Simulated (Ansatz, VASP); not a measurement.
**Zr8N: VASP beside Ansatz**

```
Zr N
1.0
     6.36642    0.00000    0.00000
    -3.18321    5.51349    0.00000
     0.00000    0.00000   26.33879
Zr N
16 2
Direct
  0.33333 0.16667 0.15187
  0.33333 0.66667 0.15187
  0.83333 0.16667 0.15187
  0.83333 0.66667 0.15187
  0.16667 0.33333 0.24897
  0.16667 0.83333 0.24897
  0.66667 0.33333 0.24897
  0.66667 0.83333 0.24897
  0.33333 0.16667 0.34871
  0.33333 0.66667 0.34871
  0.83333 0.16667 0.34871
  0.83333 0.66667 0.34871
  0.16667 0.33333 0.44189
  0.16667 0.83333 0.44189
  0.66667 0.33333 0.44189
  0.66667 0.83333 0.44189
  0.33333 0.66667 0.55579
  0.33333 0.66667 0.59755
```

Alike in both runs: task single point; functional PBE; dispersion D3(BJ); k mesh 6 × 6 × 1; occupations gaussian, width 0.1 eV; no spin polarisation.

|  | VASP | Ansatz |
| --- | --- | --- |
| version | VASP 6.6.1 | Ansatz 0.2.0 |
| potentials or method | VASP PAW PBE potentials, release 64 (Zr_sv, N), cutoff 520 eV | scalar-relativistic, plane waves, PAW |
| valence electrons in the cell | 202 | 202 |

|  | VASP | Ansatz | Ansatz less VASP |
| --- | --- | --- | --- |
| gap on the k mesh at the Fermi level (eV) | none | none | - |
| rms of the force components (eV/Å) | 0.535 | 0.231 | -0.3041 |
| work function, face that differs most (eV) | 4.01 | 4.01 | -0.003 |

Atom by atom the forces differ by 0.344 eV/Å (rms over components). A gap of «none» marks a metal or a gap that the smearing closes. One of these differences is far larger than is usual between the two programs; its cause wasn't traced.

Noted on VASP's run: the standard files for N, O and F lose accuracy on very short bonds.
